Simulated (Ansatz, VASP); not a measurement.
Two plane-wave programs on MgO

INCAR

```
SYSTEM = MgO
  PREC = Accurate
  ENCUT = 520
  EDIFF = 1E-6
  ISMEAR = 0
  SIGMA = 0.05
  LREAL = .FALSE.
  LASPH = .TRUE.
  NELM = 100
  ALGO = Normal
  ISIF = 2
  LWAVE = .FALSE.
  LCHARG = .TRUE.
  GGA = PS
  LELF = .TRUE.
  LVHAR = .TRUE.
  NBANDS = 26
```

KPOINTS

```
Automatic mesh
0
G
  9 9 4
  0 0 0
```

POSCAR

```
MgO
1.0
    3.2553371795      0.0000000000      0.0000000000
   -1.6276685897      2.8192046953      0.0000000000
    0.0000000000      0.0000000000     10.4149514991
Mg O
4 4
Direct
    0.3333333333      0.6666666667      0.9695963559
    0.0000000000      0.0000000000      0.2209473890
    0.0000000000      0.0000000000      0.7209473890
    0.6666666667      0.3333333333      0.4695963559
    0.3333333333      0.6666666667      0.7799156657
   -0.0399344193      0.0000000000      0.4671284932
    0.0000000000      0.0000000000      0.0295387694
    0.6666666667      0.3333333333      0.2799156657
```

Input for Ansatz:

```yaml
crystal:
  lattice:
    - [3.2553371795, 0.0, 0.0]
    - [-1.6276685897, 2.8192046953, 0.0]
    - [0.0, 0.0, 10.4149514991]
  atoms:
    - { symbol: Mg, position: [0.3333333333, 0.6666666667, 0.9695963559] }
    - { symbol: Mg, position: [0.0, 0.0, 0.220947389] }
    - { symbol: Mg, position: [0.0, 0.0, 0.720947389] }
    - { symbol: Mg, position: [0.6666666667, 0.3333333333, 0.4695963559] }
    - { symbol: O, position: [0.3333333333, 0.6666666667, 0.7799156657] }
    - { symbol: O, position: [-0.0399344193, 0.0, 0.4671284932] }
    - { symbol: O, position: [0.0, 0.0, 0.0295387694] }
    - { symbol: O, position: [0.6666666667, 0.3333333333, 0.2799156657] }
basis:
  ecutwfc: 420
kpoints:
  mp_grid: { grid: [9, 9, 4] }
hamiltonian:
  xc: pbesol
  pseudopotentials: { kind: paw, azcp: { folder: soft_1 } }
scf:
  occupations: { method: gaussian, width: 0.05 }
output:
  forces: true
  stress: true
  eigenvalues: true
  write_density: true
  write_potential: true
  elf: true
  volumetric_format: npy
```

Alike in both runs: task single point; functional PBEsol; k mesh 9 × 9 × 4; occupations gaussian, width 0.05 eV; no spin polarisation.

|  | VASP | Ansatz |
| --- | --- | --- |
| version | VASP 6.6.1 | Ansatz 0.2.0 |
| potentials or method | VASP PAW PBE potentials, release 64 (Mg, O), cutoff 520 eV | scalar-relativistic, plane waves, PAW |
| valence electrons in the cell | 32 | 64 |

```csv
,VASP,Ansatz,Ansatz less VASP
gap on the k mesh at the Fermi level (eV),0.92,0.95,+0.028
least direct gap on the mesh (eV),0.92,0.95,+0.029
pressure (GPa),3.8,3.9,+0.16
"traceless stress, the component that is largest in VASP (GPa)",-5.36,-5.24,+0.122
rms of the force components (eV/Å),1.325,1.306,-0.0196
```

VASP's potentials were made for PBE, not for PBEsol, and Ansatz warns of the same on its side. Atom by atom the forces differ by 0.024 eV/Å (rms over components). With one functional, cell and mesh, what is left measures potentials, basis and numerics. VASP's potentials hold 32 valence electrons a cell and Ansatz's 64, so a difference there can come from the potentials and not from the codes.
